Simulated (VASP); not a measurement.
Wanted: the native input for a VASP 6.6.1 run.

| Item | Value |
| --- | --- |
| Task | single point |
| Functional | PBE |
| Potentials or basis | VASP PAW PBE potentials, release 64 (B, N) |
| Cutoff | 520 eV |
| k mesh | 12 × 12 × 6 |
| Occupations | gaussian, width 0.05 eV |
| Spin | no spin polarisation |
| Dipole correction | no |
| Further INCAR settings | ALGO = Normal; EDIFF = 1e-06; NBANDS = 16 |

The structure of BN lies in POSCAR:

```
BN
1.0
    2.5545800962      0.0000000000      0.0000000000
   -1.2772900481      2.2123312593      0.0000000000
    0.0000000000      0.0000000000      4.2245145363
B N
2 2
Direct
    0.6666666667      0.3333333333      0.9998058548
    0.3333333333      0.6666666667      0.4998058548
    0.7304777934      0.4609555868      0.6491976495
    0.3971444601      0.7942889201      0.1491976495
```

This cell differs from its parent crystal: all N atoms moved -0.300 Å, as atom 3 towards its neighbour atom 2 (B) at 1.567 Å.

One way to write it, as run:

INCAR

```
SYSTEM = BN
PREC = Accurate ; ENCUT = 520
EDIFF = 1E-6 ; ISMEAR = 0
SIGMA = 0.05 ; LREAL = .False.
LASPH = .True. ; NELM = 100
ALGO = Normal ; ISIF = 2
LWAVE = .False. ; LCHARG = .False.
GGA = PE ; NBANDS = 16
```

KPOINTS

```
Automatic mesh
0
Gamma
  12 12 6
  0 0 0
```

Potentials or basis: VASP PAW PBE potentials, release 64 (B, N).

The run is started by

```sh
$ cat potpaw_PBE.64/B/POTCAR potpaw_PBE.64/N/POTCAR > POTCAR
$ mpirun -np 1 vasp_std > vasp.out
```

Results of the run:

The pressure is 20.3 GPa and the largest force is 7.433 eV/Å. The band gap on the k mesh is 2.55 eV, indirect (least direct gap 5.68 eV).

Caveat: the cell differs from its parent crystal (all N atoms moved -0.300 Å, as atom 3 towards its neighbour atom 2 (B) at 1.567 Å); forces of over 1 eV/Å act on the atoms, so gaps and moduli don't describe the material at rest.

Wall time 31 s on 1 thread of AMD EPYC 9R45 96-Core Processor (Zen 5) (shared host), peak memory 0.16 GiB.
